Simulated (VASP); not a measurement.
# CdSe in VASP: a series of runs, part 2 of 2

VASP 6.6.1. Earlier steps stand in the parts before.

## 4. Single point, PBE, collinear spin, ferromagnetic start

This run uses another cell than the first one, of 139.07 Å³/atom, 0.653 times its volume.

Contents of INCAR:

```
SYSTEM = CdSe
PREC = Accurate
ENCUT = 520
EDIFF = 1E-6
ISMEAR = 0
SIGMA = 0.05
LREAL = .FALSE.
LASPH = .TRUE.
NELM = 150
ALGO = Normal
ISIF = 2
LWAVE = .FALSE.
LCHARG = .FALSE.
ISPIN = 2
MAGMOM = 0.5 0.5
LORBIT = 11
GGA = PE
NBANDS = 20
```

Contents of KPOINTS:

```
Automatic mesh
0
G
  1 1 25
  0 0 0
```

Contents of POSCAR:

```
CdSe
1.0
   11.2000000000      0.0000000000      0.0000000000
    0.0000000000      9.3000000000      0.0000000000
    0.0000000000      0.0000000000      2.6702532438
Cd Se
1 1
Direct
    0.3843090456      0.5000000000      0.0000000000
    0.6156909544      0.5000000000      0.5000000000
```

Potentials or basis: VASP PAW PBE potentials, release 64 (Cd, Se).

Run with:

```console
$ cat potpaw_PBE.64/Cd/POTCAR potpaw_PBE.64/Se/POTCAR > POTCAR
$ mpirun -np 1 vasp_std > vasp.out
```

OUTCAR:

```text
SYSTEM = CdSe
   PREC = Accurate
   ENCUT = 520
   EDIFF = 1E-6
   ISMEAR = 0
   LREAL = .FALSE.
   LASPH = .TRUE.
   NELM = 150
   ISIF = 2
   ISPIN = 2
   LORBIT = 11
   GGA = PE

 ion  position               nearest neighbor table
   1  0.384  0.500  0.000-   2 2.92   2 2.92
   2  0.616  0.500  0.500-   1 2.92   1 2.92

  LATTYP: Found a simple orthorhombic cell.
 ALAT       =     2.6702532438
 B/A-ratio  =     3.4828157298
 C/A-ratio  =     4.1943587283

  Lattice vectors:

 A1 = (   0.0000000000,   0.0000000000,  -2.6702532438)
 A2 = (   0.0000000000,   9.3000000000,   0.0000000000)
 A3 = (  11.2000000000,   0.0000000000,   0.0000000000)

Analysis of symmetry for initial positions (statically):
=====================================================================
 Subroutine PRICEL returns:
 Original cell was already a primitive cell.

 Routine SETGRP: Setting up the symmetry group for a
 simple orthorhombic supercell.

 Subroutine GETGRP returns: Found  4 space group operations
 (whereof  4 operations were pure point group operations)
 out of a pool of  8 trial point group operations.

The static configuration has the point symmetry C_2v.

Analysis of symmetry for dynamics (positions and initial velocities):
=====================================================================
 Subroutine PRICEL returns:
 Original cell was already a primitive cell.

 Routine SETGRP: Setting up the symmetry group for a
 simple orthorhombic supercell.

 Subroutine GETGRP returns: Found  4 space group operations
 (whereof  4 operations were pure point group operations)
 out of a pool of  8 trial point group operations.

The dynamic configuration has the point symmetry C_2v.

Analysis of structural, dynamic, and magnetic symmetry:
=====================================================================
 Subroutine PRICEL returns:
[... 140 lines left out ...]
 Free energy of the ion-electron system (eV)
  ---------------------------------------------------
  ext. energy  EPLUGINS =         0.00000000
  ---------------------------------------------------
  free energy    TOTEN  =        -3.58599072 eV

  energy without entropy =       -3.58514527  energy(sigma->0) =       -3.58556800

 E-fermi :  -3.5682     XC(G=0):  -2.9025

 val. band max:       -3.6328587035   @ k =   0.0000   0.0000   0.2800
 cond. band min:      -3.5034448265   @ k =   0.0000   0.0000   0.4400
 fundamental gap:      0.1294138770
 Fermi energy:        -3.5681504209

 spin component 1

 k-point     1 :       0.0000    0.0000    0.0000
  band No.  band energies     occupation
      1     -17.1730      1.00000
      2     -13.1745      1.00000
      3     -11.8937      1.00000
      4     -11.8860      1.00000
      5     -11.3541      1.00000
      6     -11.2876      1.00000
[... 275 lines left out ...]
      6     -11.0748      1.00000
[... 12 lines left out ...]
     19       6.1980      0.00000
     20       6.4896      0.00000
 Fermi energy:        -3.5681504209

 spin component 2

 k-point     1 :       0.0000    0.0000    0.0000
  band No.  band energies     occupation
      1     -17.1730      1.00000
      2     -13.1745      1.00000
      3     -11.8937      1.00000
      4     -11.8860      1.00000
      5     -11.3541      1.00000
      6     -11.2876      1.00000
[... 288 lines left out ...]
     19       6.1959      0.00000
     20       6.4884      0.00000

------------------------ aborting loop because EDIFF is reached ----------------------------------------

  FORCE on cell =-STRESS in cart. coord.  units (eV):
  Direction    XX          YY          ZZ          XY          YZ          ZX
  --------------------------------------------------------------------------------------
  -------------------------------------------------------------------------------------
  Total       -0.0081072      0.0107920      0.1193124      0.0000000      0.0000000      0.0000000
  in kB       -0.0467014      0.0621672      0.6872944      0.0000000      0.0000000      0.0000000
  external PRESSURE =       0.2342534 kB  Pullay stress =       0.0000000 kB

 VOLUME and BASIS-vectors are now :
 -----------------------------------------------------------------------------
  energy-cutoff  :      520.00
  volume of cell :      278.13
      direct lattice vectors                 reciprocal lattice vectors
    11.200000000  0.000000000  0.000000000     0.089285714  0.000000000  0.000000000
     0.000000000  9.300000000  0.000000000     0.000000000  0.107526882  0.000000000
     0.000000000  0.000000000  2.670253244     0.000000000  0.000000000  0.374496315

 POSITION                                       TOTAL-FORCE (eV/Angst)
 -----------------------------------------------------------------------------------
      4.30426      4.65000      0.00000        -0.017131      0.000000      0.000000
      6.89574      4.65000      1.33513         0.017131      0.000000      0.000000
 -----------------------------------------------------------------------------------
    total drift:                               -0.000130      0.000000     -0.000000

  FREE ENERGIE OF THE ION-ELECTRON SYSTEM (eV)
  ---------------------------------------------------
  free  energy   TOTEN  =        -3.5859907231 eV

  energy  without entropy=       -3.5851452704  energy(sigma->0) =       -3.58556800

 total charge

# of ion       s       p       d       tot
------------------------------------------
    1        0.596   0.210   9.513  10.319
    2        1.507   2.147   0.030   3.685
--------------------------------------------------
tot          2.103   2.358   9.543  14.004

 magnetization (x)

# of ion       s       p       d       tot
------------------------------------------
    1        0.000   0.000  -0.000   0.000
    2        0.000   0.000   0.000   0.000
--------------------------------------------------
tot          0.000   0.000  -0.000   0.000
```

Wall time 88 s (1 thread of Intel Xeon 6975P-C (Granite Rapids), shared host); peak memory 0.45 GiB.

What came out:

* Free energy: -3.5860 eV
* Largest force: 0.017 eV/Å
* Band gap on the k mesh: zero (filled and empty bands overlap)
* Net moment: 0.00 μB per cell
* Valence electrons inside the program's atomic spheres: Cd 10.32; Se 3.69

Forces on the atoms (eV/Å):
```
Cd  -0.017  0.000  0.000
Se   0.017  0.000  0.000
```

## 5. Summary

```csv
cell,k mesh,gap on the mesh (eV),moment (μB),largest force (eV/Å)
"a = 10.100, b = 9.300, c = 4.535 Å, 2 atoms",1 × 1 × 15,1.69,0.00,0.05
"a = 11.200, b = 9.300, c = 2.560 Å, 2 atoms",1 × 1 × 25,none,0.02,2.60
"a = 11.200, b = 9.300, c = 2.670 Å, 2 atoms",1 × 1 × 25,none,0.00,0.02
```

Alike in all rows: task single point; level PBE; potentials or basis VASP PAW PBE potentials, release 64 (Cd, Se); spin collinear, ferromagnetic start; cutoff (eV) 520; smearing gaussian 0.05 eV.

Total energies depend on the potentials used, so only differences within one code and one set of settings carry meaning.
